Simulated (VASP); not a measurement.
# SnPbO2 (P4mm) in VASP: a series of runs

SnPbO2 is run at these levels: PBE, PBE+D3(BJ); tasks: single point.

Program: VASP 6.6.1. These are calculated values, not measurements. Logs are shortened: lines on timing, memory, paths and dates and some standing lists are left out, and cuts for length are marked.

### Step 1. The cell of the first run

It takes space group P4mm (No. 99, tetragonal). The conventional cell has a = 3.868 Å, b = 3.868 Å, c = 4.898 Å, α = 90.00°, β = 90.00°, γ = 90.00°. Sn (site symmetry 4mm) has 4 O at 2.19 Å within 2.9 Å. Pb (site symmetry 4mm) has 4 O at 2.34 Å within 3.1 Å. Within 2.9 Å of O (site symmetry 2mm) lie 2 Sn at 2.19 Å and 2 Pb at 2.34 Å and 4 O at 2.74 Å.

### Step 2. Single point, PBE

File INCAR:

```
SYSTEM = SnPbO2
PREC = Accurate
ENCUT = 520
EDIFF = 1E-7
ISMEAR = 0
SIGMA = 0.01
LREAL = .FALSE.
LASPH = .TRUE.
NELM = 100
ALGO = Normal
ISIF = 2
LWAVE = .FALSE.
LCHARG = .TRUE.
GGA = PE
LELF = .TRUE.
LVHAR = .TRUE.
NBANDS = 28
```

File KPOINTS:

```
Automatic mesh
0
G
  4 4 4
  0 0 0
```

File POSCAR:

```
SnPbO2
1.0
    3.8682734874      0.0000000000      0.0000000000
    0.0000000000      3.8682734874      0.0000000000
    0.0000000000      0.0000000000      4.8975261426
Sn Pb O
1 1 2
Direct
    0.0000000000      0.0000000000      0.2247945222
    0.5000000000      0.5000000000      0.7456934246
    0.5000000000      0.0000000000      0.0147560265
    0.0000000000      0.5000000000      0.0147560265
```

Potentials or basis: VASP PAW PBE potentials, release 64 (Sn_d, Pb_d, O).

Launch:

```console
cat potpaw_PBE.64/Sn_d/POTCAR potpaw_PBE.64/Pb_d/POTCAR potpaw_PBE.64/O/POTCAR > POTCAR
mpirun -np 1 vasp_std > vasp.out
```

OUTCAR:

```text
SYSTEM = SnPbO2
   PREC = Accurate
   ENCUT = 520
   EDIFF = 1E-7
   ISMEAR = 0
   LREAL = .FALSE.
   LASPH = .TRUE.
   NELM = 100
   ISIF = 2
   GGA = PE

 ion  position               nearest neighbor table
   1  0.000  0.000  0.225-   3 2.19   4 2.19   4 2.19   3 2.19   2 3.60   2 3.60   2 3.60   2 3.60
                             2 3.74   2 3.74   2 3.74   2 3.74
   2  0.500  0.500  0.746-   3 2.34   4 2.34   3 2.34   4 2.34   1 3.60   1 3.60   1 3.60   1 3.60
                             1 3.74   1 3.74   1 3.74   1 3.74
   3  0.500  0.000  0.015-   1 2.19   1 2.19   2 2.34   2 2.34
   4  0.000  0.500  0.015-   1 2.19   1 2.19   2 2.34   2 2.34

  LATTYP: Found a simple tetragonal cell.
 ALAT       =     3.8682734874
 C/A-ratio  =     1.2660754620

  Lattice vectors:

 A1 = (   3.8682734874,   0.0000000000,   0.0000000000)
 A2 = (   0.0000000000,   3.8682734874,   0.0000000000)
 A3 = (   0.0000000000,   0.0000000000,   4.8975261426)

Analysis of symmetry for initial positions (statically):
=====================================================================
 Subroutine PRICEL returns:
 Original cell was already a primitive cell.

 Routine SETGRP: Setting up the symmetry group for a
 simple tetragonal supercell.

 Subroutine GETGRP returns: Found  8 space group operations
 (whereof  8 operations were pure point group operations)
 out of a pool of 16 trial point group operations.

The static configuration has the point symmetry C_4v.

Analysis of symmetry for dynamics (positions and initial velocities):
=====================================================================
 Subroutine PRICEL returns:
 Original cell was already a primitive cell.

 Routine SETGRP: Setting up the symmetry group for a
 simple tetragonal supercell.

 Subroutine GETGRP returns: Found  8 space group operations
 (whereof  8 operations were pure point group operations)
 out of a pool of 16 trial point group operations.

The dynamic configuration has the point symmetry C_4v.

 Subroutine INISYM returns: Found  8 space group operations
 (whereof  8 operations are pure point group operations),
 and found     1 'primitive' translations

----------------------------------------------------------------------------------------

                                     Primitive cell

  volume of cell :      73.2843

  direct lattice vectors                    reciprocal lattice vectors
     3.868273487  0.000000000  0.000000000     0.258513263  0.000000000  0.000000000
     0.000000000  3.868273487  0.000000000     0.000000000  0.258513263  0.000000000
     0.000000000  0.000000000  4.897526143     0.000000000  0.000000000  0.204184719

  length of vectors
     3.868273487  3.868273487  4.897526143     0.258513263  0.258513263  0.204184719

  position of ions in fractional coordinates (direct lattice)
     0.000000000  0.000000000  0.224794522
     0.500000000  0.500000000  0.745693425
     0.500000000  0.000000000  0.014756027
     0.000000000  0.500000000  0.014756027

  ion indices of the primitive-cell ions
   primitive index   ion index
                 1           1
                 2           2
                 3           3
                 4           4

----------------------------------------------------------------------------------------

 KPOINTS: Automatic mesh

Automatic generation of k-mesh.
 Grid dimensions read from file:
 generate k-points for:    4    4    4

 Generating k-lattice:

  Cartesian coordinates                     Fractional coordinates (reciprocal lattice)
     0.064628316  0.000000000  0.000000000     0.250000000  0.000000000  0.000000000
     0.000000000  0.064628316  0.000000000     0.000000000  0.250000000  0.000000000
     0.000000000  0.000000000  0.051046180     0.000000000  0.000000000  0.250000000

  Length of vectors
     0.064628316  0.064628316  0.051046180

  Shift w.r.t. Gamma in fractional coordinates (k-lattice)
     0.000000000  0.000000000  0.000000000

 Subroutine IBZKPT returns following result:
 ===========================================

 Found     18 irreducible k-points:

 Following reciprocal coordinates:
            Coordinates               Weight
  0.000000  0.000000  0.000000      1.000000
  0.250000  0.000000  0.000000      4.000000
  0.500000  0.000000  0.000000      2.000000
  0.250000  0.250000  0.000000      4.000000
  0.500000  0.250000  0.000000      4.000000
  0.500000  0.500000  0.000000      1.000000
[... 10 lines left out ...]
  0.500000  0.250000  0.500000      4.000000
  0.500000  0.500000  0.500000      1.000000
   k-points           NKPTS =     18   k-points in BZ     NKDIM =     18   number of bands    NBANDS=     28
   number of dos      NEDOS =    301   number of ions     NIONS =      4
   total plane-waves  NPLWV =  32400
   dimension x,y,z NGX =    30 NGY =   30 NGZ =   36
   dimension x,y,z NGXF=    60 NGYF=   60 NGZF=   72
   ions per type =               1   1   2
   NGX,Y,Z   is equivalent  to a cutoff of  12.89, 12.89, 12.22 a.u.
   NGXF,Y,Z  is equivalent  to a cutoff of  25.79, 25.79, 24.44 a.u.
 SYSTEM =  SnPbO2
   PREC   = accura    normal or accurate (medium, high low for compatibility)
   ISTART =      0    job   : 0-new  1-cont  2-samecut
   ICHARG =      2    charge: 1-file 2-atom 10-const
   ISPIN  =      1    spin polarized calculation?
   LNONCOLLINEAR =      F non collinear calculations
   LSORBIT =      F    spin-orbit coupling
   LASPH  =      T    aspherical Exc in radial PAW
   ENCUT  =  520.0 eV  38.22 Ry    6.18 a.u.   7.19  7.19  9.11*2*pi/ulx,y,z
   NELM   =    100;   NELMIN=  2; NELMDL= -5     # of ELM steps
   EDIFF  = 0.1E-06   stopping-criterion for ELM
   LREAL  =      F    real-space projection
   EDIFFG = 0.1E-05   stopping-criterion for IOM
   NSW    =      0    number of steps for IOM
   IBRION =     -1    ionic relax: 0-MD 1-quasi-New 2-CG
   NFREE  =      0    steps in history (QN), initial steepest desc. (CG)
   ISIF   =      2    stress and relaxation
   ISYM   =      2    0-nonsym 1-usesym 2-fastsym
   POTIM  = 0.5000    time-step for ionic-motion
   TEBEG  =    0.0;   TEEND  =   0.0 temperature during run
   PSTRESS=    0.0 pullay stress
   NELECT =      40.0000    total number of electrons
   NUPDOWN=      -1.0000    fix difference up-down
   EMIN   =  10.00;   EMAX   =-10.00  energy-range for DOS
   EFERMI =   0.00;   METHOD = LEGACY
   ISMEAR =     0;   SIGMA  =   0.01  broadening in eV -4-tet -1-fermi 0-gaus
   EFERMI_NEDOS =   21; number of points for ismear=-14 and -15
   IALGO  =     38    algorithm
   IMIX   =      4    mixing-type and parameters
     AMIX     =   0.40;   BMIX     =  1.00
     AMIX_MAG =   1.60;   BMIX_MAG =  1.00
  volume/ion in A,a.u.               =      18.32       123.64
  Fermi-wavevector in a.u.,A,eV,Ry     =   1.337902  2.528269 24.354198  1.789983
  Thomas-Fermi vector in A             =   2.466415
   LORBIT       =      0    0 simple, 1 ext, 2 COOP (PROOUT), +10 PAW based schemes
   GGA     = PE    functional components
   LHFCALC =     F    Hartree Fock is set to
   AEXX    =    0.0000 exact exchange contribution
   IVDW    =     0    specifies the selected vdW correction
   LEPSILON=     F    determine dielectric tensor
   LRPA    =     F    only Hartree local field effects (RPA)
 non-spin polarized calculation
 Gauss-broadening in eV      SIGMA  =   0.01
  energy-cutoff  :      520.00
  volume of cell :       73.28
 maximum number of plane-waves:      2000
 NGX is ok and might be reduce to    30
   NGX = 15   NGY = 15   NGZ = 19

 number of electron      40.0000000 magnetization

 Free energy of the ion-electron system (eV)
  ---------------------------------------------------
  ext. energy  EPLUGINS =         0.00000000
  ---------------------------------------------------
  free energy    TOTEN  =       -22.07175385 eV

  energy without entropy =      -22.07175385  energy(sigma->0) =      -22.07175385

 E-fermi :   6.3932     XC(G=0): -10.1539

 val. band max:        6.3414031068   @ k =   0.0000   0.0000   0.0000
 cond. band min:       6.9168079787   @ k =   0.5000   0.5000   0.0000
 fundamental gap:      0.5754048719
 Fermi energy:         6.3931761901

 k-point     1 :       0.0000    0.0000    0.0000
  band No.  band energies     occupation
      1     -14.9804      2.00000
      2     -14.6526      2.00000
      3     -14.6462      2.00000
      4     -14.6462      2.00000
      5     -14.6030      2.00000
      6     -13.0342      2.00000
[... 20 lines left out ...]
     27      13.4873      0.00000
     28      14.0392      0.00000

 k-point     2 :       0.2500    0.0000    0.0000
  band No.  band energies     occupation
      1     -14.9398      2.00000
      2     -14.7455      2.00000
      3     -14.6445      2.00000
      4     -14.6117      2.00000
      5     -14.6106      2.00000
      6     -12.7364      2.00000
[... 20 lines left out ...]
     27      14.0071      0.00000
     28      17.0853      0.00000

 k-point     3 :       0.5000    0.0000    0.0000
  band No.  band energies     occupation
      1     -14.8639      2.00000
      2     -14.8514      2.00000
      3     -14.6427      2.00000
      4     -14.6183      2.00000
      5     -14.5932      2.00000
      6     -12.1914      2.00000
[... 20 lines left out ...]
     27      15.2267      0.00000
     28      15.2451      0.00000

 k-point     4 :       0.2500    0.2500    0.0000
  band No.  band energies     occupation
      1     -14.9053      2.00000
      2     -14.7758      2.00000
      3     -14.6551      2.00000
      4     -14.6192      2.00000
      5     -14.6032      2.00000
      6     -12.5064      2.00000
[... 20 lines left out ...]
     27      14.8686      0.00000
     28      15.7307      0.00000

 k-point     5 :       0.5000    0.2500    0.0000
  band No.  band energies     occupation
      1     -14.8497      2.00000
      2     -14.8441      2.00000
      3     -14.6492      2.00000
      4     -14.6279      2.00000
      5     -14.5907      2.00000
      6     -12.0867      2.00000
[... 20 lines left out ...]
     27      14.6819      0.00000
     28      15.0675      0.00000

 k-point     6 :       0.5000    0.5000    0.0000
  band No.  band energies     occupation
      1     -14.8478      2.00000
      2     -14.8478      2.00000
      3     -14.6376      2.00000
      4     -14.6319      2.00000
      5     -14.5857      2.00000
      6     -11.9784      2.00000
[... 277 lines left out ...]
      5     -14.5906      2.00000
      6     -12.2053      2.00000
[... 20 lines left out ...]
     27      15.5983      0.00000
     28      15.6175      0.00000

 k-point    16 :       0.2500    0.2500    0.5000
  band No.  band energies     occupation
      1     -14.9049      2.00000
      2     -14.7810      2.00000
      3     -14.6552      2.00000
      4     -14.6192      2.00000
      5     -14.6008      2.00000
      6     -12.4920      2.00000
[... 20 lines left out ...]
     27      16.6155      0.00000
     28      17.4283      0.00000

 k-point    17 :       0.5000    0.2500    0.5000
  band No.  band energies     occupation
      1     -14.8536      2.00000
      2     -14.8447      2.00000
      3     -14.6495      2.00000
      4     -14.6277      2.00000
      5     -14.5880      2.00000
      6     -12.1073      2.00000
[... 20 lines left out ...]
     27      16.8417      0.00000
     28      17.1661      0.00000

 k-point    18 :       0.5000    0.5000    0.5000
  band No.  band energies     occupation
      1     -14.8477      2.00000
      2     -14.8477      2.00000
      3     -14.6365      2.00000
      4     -14.6318      2.00000
      5     -14.5828      2.00000
      6     -12.0065      2.00000
[... 20 lines left out ...]
     27      17.0046      0.00000
     28      17.3360      0.00000

------------------------ aborting loop because EDIFF is reached ----------------------------------------

  FORCE on cell =-STRESS in cart. coord.  units (eV):
  Direction    XX          YY          ZZ          XY          YZ          ZX
  --------------------------------------------------------------------------------------
  -------------------------------------------------------------------------------------
  Total        2.5230026      2.5230026      2.0052298      0.0000000      0.0000000      0.0000000
  in kB       55.1590994     55.1590994     43.8393023      0.0000000      0.0000000      0.0000000
  external PRESSURE =      51.3858337 kB  Pullay stress =       0.0000000 kB

 VOLUME and BASIS-vectors are now :
 -----------------------------------------------------------------------------
  energy-cutoff  :      520.00
  volume of cell :       73.28
      direct lattice vectors                 reciprocal lattice vectors
     3.868273487  0.000000000  0.000000000     0.258513263  0.000000000  0.000000000
     0.000000000  3.868273487  0.000000000     0.000000000  0.258513263  0.000000000
     0.000000000  0.000000000  4.897526143     0.000000000  0.000000000  0.204184719

 POSITION                                       TOTAL-FORCE (eV/Angst)
 -----------------------------------------------------------------------------------
      0.00000      0.00000      1.10094         0.000000     -0.000000      0.553319
      1.93414      1.93414      3.65205         0.000000      0.000000     -0.421042
      1.93414      0.00000      0.07227         0.000000     -0.000000     -0.066139
      0.00000      1.93414      0.07227         0.000000     -0.000000     -0.066139
 -----------------------------------------------------------------------------------
    total drift:                                0.000000     -0.000000     -0.000862

  FREE ENERGIE OF THE ION-ELECTRON SYSTEM (eV)
  ---------------------------------------------------
  free  energy   TOTEN  =       -22.0717538489 eV

  energy  without entropy=      -22.0717538489  energy(sigma->0) =      -22.07175385
```

Run time: 16 s. Hardware: 1 thread of Intel Xeon 6975P-C (Granite Rapids), shared host; peak memory 0.19 GiB.

Results:

```
Free energy            : -22.0718 eV
Pressure               : 5.1 GPa
Largest force          : 0.553 eV/Å
Band gap on the k mesh : 0.58 eV (least direct gap 1.77 eV)
```

Forces on the atoms (eV/Å):
```
Sn   0.000  0.000  0.553
Pb   0.000  0.000 -0.421
O    0.000  0.000 -0.066
O    0.000  0.000 -0.066
```

Stress tensor (GPa, compression positive):
```
5.52 0.00 0.00
0.00 5.52 0.00
0.00 0.00 4.38
```

Caveat: the cell stands under pressure; spin-orbit coupling is left out, which moves the levels of the heavy elements. A k mesh can miss the band edges.

[end of part 1 of 2]
